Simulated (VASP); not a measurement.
KCl: single point with r2SCAN

The system is KCl.

```
CELL_PARAMETERS angstrom
0.00000 3.34547 3.15610
2.96673 0.00000 3.15610
2.96673 3.34547 0.00000
ATOMIC_POSITIONS crystal
K 0.00000 0.00000 0.00000
Cl 0.50000 0.50000 0.50000
```

This cell differs from its parent crystal: strain -0.0600 x Voigt [1, -1, 0, 0, 0, 0].

```json
{"Program": "VASP 6.6.1", "Task": "single point", "Functional": "r2SCAN", "Potentials or basis": "VASP PAW PBE potentials, release 64 (K_sv, Cl)", "Cutoff": "550 eV", "k mesh": "6 × 6 × 6", "Occupations": "gaussian, width 0.05 eV", "Spin": "no spin polarisation", "Dipole correction": "no", "Further INCAR settings": "ALGO = Normal; EDIFF = 1e-06; NBANDS = 15"}
```

```yaml
Pressure: 0.5 GPa
Band_gap_on_the_k_mesh: 5.70 eV, direct
```

Stress tensor (GPa, compression positive):
```
 3.38  0.00  0.00
 0.00 -1.69  0.00
 0.00  0.00 -0.10
```

Levels at points of the mesh, in eV from the valence-band top:
```tsv
k point	band 5	band 6	band 7	band 8	band 9	band 10	band 11	band 12
(0.00, 0.00, 0.00)	-11.00	-0.10	-0.07	0.00	5.70	8.62	9.00	9.39
(0.50, 0.00, 0.00)	-10.72	-1.11	-0.40	-0.39	8.03	9.12	11.22	11.35
(0.50, 0.50, 0.00)	-11.06	-0.74	-0.27	-0.26	7.03	9.05	10.56	11.17
(0.50, 0.00, 0.50)	-11.03	-0.80	-0.22	-0.18	7.09	9.09	10.21	10.98
(0.00, 0.50, 0.50)	-11.08	-0.59	-0.37	-0.35	6.87	9.23	10.93	11.23
```

Run time: 87 s on 1 thread of Intel(R) Xeon(R) 6975P-C (Granite Rapids), on a shared host, peak memory 0.23 GiB.

Caveat: the cell differs from its parent crystal (strain -0.0600 x Voigt [1, -1, 0, 0, 0, 0]); the PAW data sets were made with another functional, which shifts forces and pressure a little.
